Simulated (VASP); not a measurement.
Here is a VASP 6.6.1 calculation.

File INCAR:

```
SYSTEM = Pt
PREC = Accurate
ENCUT = 500
EDIFF = 1E-7
ISMEAR = 0
SIGMA = 0.1
LREAL = .FALSE.
LASPH = .TRUE.
NELM = 120
ALGO = Normal
ISIF = 3
LWAVE = .FALSE.
LCHARG = .FALSE.
GGA = PE
IBRION = 2
NSW = 100
EDIFFG = -0.05
GGA_COMPAT = .FALSE.
NELMIN = 4
```

KPOINTS

```
regular mesh
0
G
  8 8 8
  0 0 0
```

The input POSCAR:

```
Pt
1.0
    0.0000000000     -1.9579000000     -1.9579000000
    1.9579000000      0.0000000000     -1.9579000000
    1.9579000000     -1.9579000000      0.0000000000
Pt
1
Direct
    0.0000000000      0.0000000000      0.0000000000
```

Potentials or basis: VASP PAW PBE potentials, release 64 (Pt).

Command:

```bash
$ cat potpaw_PBE.64/Pt/POTCAR > POTCAR
$ mpirun -np 1 vasp_std > vasp.out
```

(1) Predict the band gap on the k mesh.

(2) Estimate the space group after relaxing (to 0.05 Å).

(3) Estimate the relaxed cell.

(4) Estimate the relaxed volume.

## Answers

(1) zero (band 5 reaches 11.05 eV, above the bottom of band 6 at 8.95 eV).

(2) Fm-3m (No. 225).

(3) a = 2.804 Å, b = 2.804 Å, c = 2.804 Å, α = 60.00°, β = 60.00°, γ = 60.00°.

(4) 15.59 Å³/atom.

Caveat: spin-orbit coupling is left out, which moves the levels of the heavy elements.
